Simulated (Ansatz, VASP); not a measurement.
# One calculation of WSe2, two programs

```
W Se
1.0
     3.29000    0.03290    0.03290
    -1.61651    2.83277    0.01204
     0.12970    0.12970   12.97000
W Se
2 4
Direct
  0.33333 0.66667 0.25000
  0.66667 0.33333 0.75000
  0.33333 0.66667 0.62100
  0.66667 0.33333 0.12100
  0.33333 0.66667 0.87900
  0.66667 0.33333 0.37900
```

Change from the starting cell: equal xy, yz and zx shear strains of +2 %.

Alike in both runs: task single point; functional PBEsol; k mesh 11 × 11 × 3; occupations fermi-dirac, width 0.08 eV; no spin polarisation.

|  | VASP | Ansatz |
| --- | --- | --- |
| version | VASP 6.6.1 | Ansatz 0.2.0 |
| potentials or method | VASP PAW PBE potentials, release 64 (W_sv, Se), cutoff 520 eV | all-electron LAPW, scalar-relativistic |

VASP gave:

- pressure (GPa): -0.6
- traceless stress, the component that is largest in VASP (GPa): -2.62
- rms of the force components (eV/Å): 0.186

**Question.** Which values does Ansatz return?

**Answer.** Pressure (GPa): -1.0; traceless stress, the component that is largest in VASP (GPa): -2.60; rms of the force components (eV/Å): 0.189.

VASP's potentials were made for PBE, not for PBEsol. Atom by atom the forces differ by 0.026 eV/Å (rms over components). Ansatz ran all-electron here, and VASP with PAW potentials.

Spin-orbit coupling is off throughout.
